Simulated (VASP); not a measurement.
Write the native input for VASP 6.6.1 that does the following.

- Task: single point
- Functional: RPBE
- Potentials or basis: VASP PAW PBE potentials, release 64 (Zn)
- Cutoff: 520 eV
- k mesh: 12 × 12 × 12
- Occupations: fermi-dirac, width 0.05 eV
- Spin: no spin polarisation
- Dipole correction: no
- Further INCAR settings: ALGO = Normal; EDIFF = 1e-06; NBANDS = 12

The structure of Zn lies in POSCAR:

```
Zn
1.0
    0.0000000000      1.9647760000      1.9647760000
    1.9647760000      0.0000000000      1.9647760000
    1.9647760000      1.9647760000      0.0000000000
Zn
1
Direct
    0.0000000000      0.0000000000      0.0000000000
```

The input as run:

INCAR

```
SYSTEM = Zn
  PREC = Accurate
  ENCUT = 520
  EDIFF = 1E-6
  ISMEAR = -1
  SIGMA = 0.05
  LREAL = .FALSE.
  LASPH = .TRUE.
  NELM = 80
  ALGO = Normal
  ISIF = 2
  LWAVE = .FALSE.
  LCHARG = .TRUE.
  GGA = RP
  LELF = .TRUE.
  LVHAR = .TRUE.
  NBANDS = 12
```

KPOINTS

```
Automatic mesh
0
G
  12 12 12
  0 0 0
```

Potentials or basis: VASP PAW PBE potentials, release 64 (Zn).

Run with:

```bash
$ cat potpaw_PBE.64/Zn/POTCAR > POTCAR
$ mpirun -np 1 vasp_std > vasp.out
```

It gave:

```yaml
Pressure: 3.2 GPa
Band_gap_on_the_k_mesh: zero (band 6 reaches 5.48 eV, above the bottom of band 7 at 1.88 eV)
```

Caveat: the PAW data sets were made with another functional, which shifts forces and pressure a little.

Wall time 10 s on 1 thread of Intel(R) Xeon(R) Platinum 8259CL CPU @ 2.50GHz (Skylake/Cascade Lake), with other jobs on the host, peak memory 0.14 GiB.
